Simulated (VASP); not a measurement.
# Cl2 in VASP: single point with PBE

Aim: the single point of Cl2 with PBE.

Everything below comes from runs of VASP 6.6.1. Logs are shortened: lines on timing, memory, paths and dates and some standing lists are left out, and cuts for length are marked.

## 1. The cell of the first run

The cell holds a molecule in a box, 2 atoms: a = 12.000 Å, b = 12.200 Å, c = 12.400 Å, α = 90.00°, β = 90.00°, γ = 90.00°.

## 2. Single point, PBE

INCAR reads:

```
ALGO = Normal
EDIFF = 1E-6
ENCUT = 400
GGA = PE
GGA_COMPAT = F
ISIF = 2
ISMEAR = 0
LASPH = T
LCHARG = T
LELF = T
LREAL = F
LVHAR = T
LWAVE = F
NBANDS = 14
NELM = 120
NELMDL = -8
PREC = Accurate
SIGMA = 0.01
```

KPOINTS reads:

```
k-points
0
Gamma
  1 1 1
```

POSCAR reads:

```
Cl
1.0
   12.0000000000      0.0000000000      0.0000000000
    0.0000000000     12.2000000000      0.0000000000
    0.0000000000      0.0000000000     12.4000000000
Cl
2
Direct
    0.5000000000      0.5000000000      0.4191990283
    0.5000000000      0.5000000000      0.5808009717
```

Potentials or basis: VASP PAW PBE potentials, release 64 (Cl).

Run with:

```console
$ cat potpaw_PBE.64/Cl/POTCAR > POTCAR
$ mpirun -np 1 vasp_gam > vasp.out
```

OUTCAR:

```text
EDIFF = 1E-6
   ENCUT = 400
   GGA = PE
   ISIF = 2
   ISMEAR = 0
   LASPH = T
   LREAL = F
   NELM = 120
   NELMDL = -8
   PREC = Accurate

 ion  position               nearest neighbor table
   1  0.500  0.500  0.419-   2 2.00
   2  0.500  0.500  0.581-   1 2.00

  LATTYP: Found a simple orthorhombic cell.
 ALAT       =    12.0000000000
 B/A-ratio  =     1.0166666667
 C/A-ratio  =     1.0333333333

  Lattice vectors:

 A1 = (  12.0000000000,   0.0000000000,   0.0000000000)
 A2 = (   0.0000000000,  12.2000000000,   0.0000000000)
 A3 = (   0.0000000000,   0.0000000000,  12.4000000000)

Analysis of symmetry for initial positions (statically):
=====================================================================
 Subroutine PRICEL returns:
 Original cell was already a primitive cell.

 Routine SETGRP: Setting up the symmetry group for a
 simple orthorhombic supercell.

 Subroutine GETGRP returns: Found  8 space group operations
 (whereof  8 operations were pure point group operations)
 out of a pool of  8 trial point group operations.

The static configuration has the point symmetry D_2h.

Analysis of symmetry for dynamics (positions and initial velocities):
=====================================================================
 Subroutine PRICEL returns:
 Original cell was already a primitive cell.

 Routine SETGRP: Setting up the symmetry group for a
 simple orthorhombic supercell.

 Subroutine GETGRP returns: Found  8 space group operations
 (whereof  8 operations were pure point group operations)
 out of a pool of  8 trial point group operations.

The dynamic configuration has the point symmetry D_2h.

 Subroutine INISYM returns: Found  8 space group operations
 (whereof  8 operations are pure point group operations),
 and found     1 'primitive' translations

----------------------------------------------------------------------------------------

                                     Primitive cell

  volume of cell :    1815.3600

  direct lattice vectors                    reciprocal lattice vectors
    12.000000000  0.000000000  0.000000000     0.083333333  0.000000000  0.000000000
     0.000000000 12.200000000  0.000000000     0.000000000  0.081967213  0.000000000
     0.000000000  0.000000000 12.400000000     0.000000000  0.000000000  0.080645161

  length of vectors
    12.000000000 12.200000000 12.400000000     0.083333333  0.081967213  0.080645161

  position of ions in fractional coordinates (direct lattice)
     0.500000000  0.500000000  0.419199028
     0.500000000  0.500000000  0.580800972

  ion indices of the primitive-cell ions
   primitive index   ion index
                 1           1
                 2           2

----------------------------------------------------------------------------------------

 KPOINTS: k-points

Automatic generation of k-mesh.
 Grid dimensions read from file:
 generate k-points for:    1    1    1

 Generating k-lattice:

  Cartesian coordinates                     Fractional coordinates (reciprocal lattice)
     0.083333333  0.000000000  0.000000000     1.000000000  0.000000000  0.000000000
     0.000000000  0.081967213  0.000000000     0.000000000  1.000000000  0.000000000
     0.000000000  0.000000000  0.080645161     0.000000000  0.000000000  1.000000000

  Length of vectors
     0.083333333  0.081967213  0.080645161

  Shift w.r.t. Gamma in fractional coordinates (k-lattice)
     0.000000000  0.000000000  0.000000000

 Subroutine IBZKPT returns following result:
 ===========================================

 Found      1 irreducible k-points:

 Following reciprocal coordinates:
            Coordinates               Weight
  0.000000  0.000000  0.000000      1.000000
   k-points           NKPTS =      1   k-points in BZ     NKDIM =      1   number of bands    NBANDS=     14
   number of dos      NEDOS =    301   number of ions     NIONS =      2
   total plane-waves  NPLWV = 537600
   dimension x,y,z NGX =    80 NGY =   80 NGZ =   84
   dimension x,y,z NGXF=   160 NGYF=  160 NGZF=  168
   ions per type =               2
   NGX,Y,Z   is equivalent  to a cutoff of  11.08, 10.90, 11.26 a.u.
   NGXF,Y,Z  is equivalent  to a cutoff of  22.17, 21.80, 22.52 a.u.
 SYSTEM =  unknown system
   PREC   = accura    normal or accurate (medium, high low for compatibility)
   ISTART =      0    job   : 0-new  1-cont  2-samecut
   ICHARG =      2    charge: 1-file 2-atom 10-const
   ISPIN  =      1    spin polarized calculation?
   LNONCOLLINEAR =      F non collinear calculations
   LSORBIT =      F    spin-orbit coupling
   LASPH  =      T    aspherical Exc in radial PAW
   ENCUT  =  400.0 eV  29.40 Ry    5.42 a.u.  19.57 19.90 20.22*2*pi/ulx,y,z
   NELM   =    120;   NELMIN=  2; NELMDL= -8     # of ELM steps
   EDIFF  = 0.1E-05   stopping-criterion for ELM
   LREAL  =      F    real-space projection
   EDIFFG = 0.1E-04   stopping-criterion for IOM
   NSW    =      0    number of steps for IOM
   IBRION =     -1    ionic relax: 0-MD 1-quasi-New 2-CG
   NFREE  =      0    steps in history (QN), initial steepest desc. (CG)
   ISIF   =      2    stress and relaxation
   ISYM   =      2    0-nonsym 1-usesym 2-fastsym
   POTIM  = 0.5000    time-step for ionic-motion
   TEBEG  =    0.0;   TEEND  =   0.0 temperature during run
   PSTRESS=    0.0 pullay stress
   NELECT =      14.0000    total number of electrons
   NUPDOWN=      -1.0000    fix difference up-down
   EMIN   =  10.00;   EMAX   =-10.00  energy-range for DOS
   EFERMI =   0.00;   METHOD = LEGACY
   ISMEAR =     0;   SIGMA  =   0.01  broadening in eV -4-tet -1-fermi 0-gaus
   EFERMI_NEDOS =   21; number of points for ismear=-14 and -15
   IALGO  =     38    algorithm
   IMIX   =      4    mixing-type and parameters
     AMIX     =   0.40;   BMIX     =  1.00
     AMIX_MAG =   1.60;   BMIX_MAG =  1.00
  volume/ion in A,a.u.               =     907.68      6125.33
  Fermi-wavevector in a.u.,A,eV,Ry     =   0.323442  0.611217  1.423371  0.104615
  Thomas-Fermi vector in A             =   1.212697
   LORBIT       =      0    0 simple, 1 ext, 2 COOP (PROOUT), +10 PAW based schemes
   GGA     = PE    functional components
   LHFCALC =     F    Hartree Fock is set to
   AEXX    =    0.0000 exact exchange contribution
   IVDW    =     0    specifies the selected vdW correction
   LEPSILON=     F    determine dielectric tensor
   LRPA    =     F    only Hartree local field effects (RPA)
 non-spin polarized calculation
 Gauss-broadening in eV      SIGMA  =   0.01
  energy-cutoff  :      400.00
  volume of cell :     1815.36
 maximum number of plane-waves:     16475
 NGX is ok and might be reduce to    80
   NGX = 39   NGY = 39   NGZ = 41

 number of electron      13.9999991 magnetization

 Free energy of the ion-electron system (eV)
  ---------------------------------------------------
  ext. energy  EPLUGINS =         0.00000000
  ---------------------------------------------------
  free energy    TOTEN  =        -3.59740836 eV

  energy without entropy =       -3.59740836  energy(sigma->0) =       -3.59740836

 E-fermi :  -7.0724     XC(G=0):  -0.5417

 val. band max:       -7.1212513079   @ k =   0.0000   0.0000   0.0000
 cond. band min:      -4.1250586946   @ k =   0.0000   0.0000   0.0000
 fundamental gap:      2.9961926133
 Fermi energy:        -7.0724143449

 k-point     1 :       0.0000    0.0000    0.0000
  band No.  band energies     occupation
      1     -23.2733      2.00000
      2     -19.1218      2.00000
      3     -11.7503      2.00000
      4      -9.7303      2.00000
      5      -9.7303      2.00000
      6      -7.1213      2.00000
      7      -7.1213      2.00000
      8      -4.1251      0.00000
      9      -0.3301      0.00000
     10       0.6523      0.00000
     11       0.7378      0.00000
     12       0.7966      0.00000
     13       0.8219      0.00000
     14       0.9222      0.00000

------------------------ aborting loop because EDIFF is reached ----------------------------------------

  FORCE on cell =-STRESS in cart. coord.  units (eV):
  Direction    XX          YY          ZZ          XY          YZ          ZX
  --------------------------------------------------------------------------------------
  -------------------------------------------------------------------------------------
  Total       -0.0228525     -0.0222788     -0.4072628      0.0000000      0.0000000      0.0000000
  in kB       -0.0201689     -0.0196625     -0.3594368      0.0000000      0.0000000      0.0000000
  external PRESSURE =      -0.1330894 kB  Pullay stress =       0.0000000 kB

 VOLUME and BASIS-vectors are now :
 -----------------------------------------------------------------------------
  energy-cutoff  :      400.00
  volume of cell :     1815.36
      direct lattice vectors                 reciprocal lattice vectors
    12.000000000  0.000000000  0.000000000     0.083333333  0.000000000  0.000000000
     0.000000000 12.200000000  0.000000000     0.000000000  0.081967213  0.000000000
     0.000000000  0.000000000 12.400000000     0.000000000  0.000000000  0.080645161

 POSITION                                       TOTAL-FORCE (eV/Angst)
 -----------------------------------------------------------------------------------
      6.00000      6.10000      5.19807         0.000000      0.000000      0.188656
      6.00000      6.10000      7.20193         0.000000     -0.000000     -0.188656
 -----------------------------------------------------------------------------------
    total drift:                                0.000000      0.000000      0.000000

  FREE ENERGIE OF THE ION-ELECTRON SYSTEM (eV)
  ---------------------------------------------------
  free  energy   TOTEN  =        -3.5974083643 eV

  energy  without entropy=       -3.5974083643  energy(sigma->0) =       -3.59740836
```

Wall time 41 s (1 thread of Intel Xeon 6975P-C (Granite Rapids), shared host); peak memory 0.83 GiB.

What came out:

```yaml
Free_energy: -3.5974 eV
Largest_force: 0.189 eV/Å
Gap_between_the_frontier_levels: 3.00 eV
```

Forces in eV/Å, atoms in the order of the input:
```
Cl   0.000  0.000  0.189
Cl   0.000  0.000 -0.189
```

Levels at points of the mesh, in eV from the valence-band top:
| k point | band 5 | band 6 | band 7 | band 8 | band 9 | band 10 |
| --- | --- | --- | --- | --- | --- | --- |
| (0.00, 0.00, 0.00) | -2.61 | 0.00 | 0.00 | 3.00 | 6.79 | 7.77 |
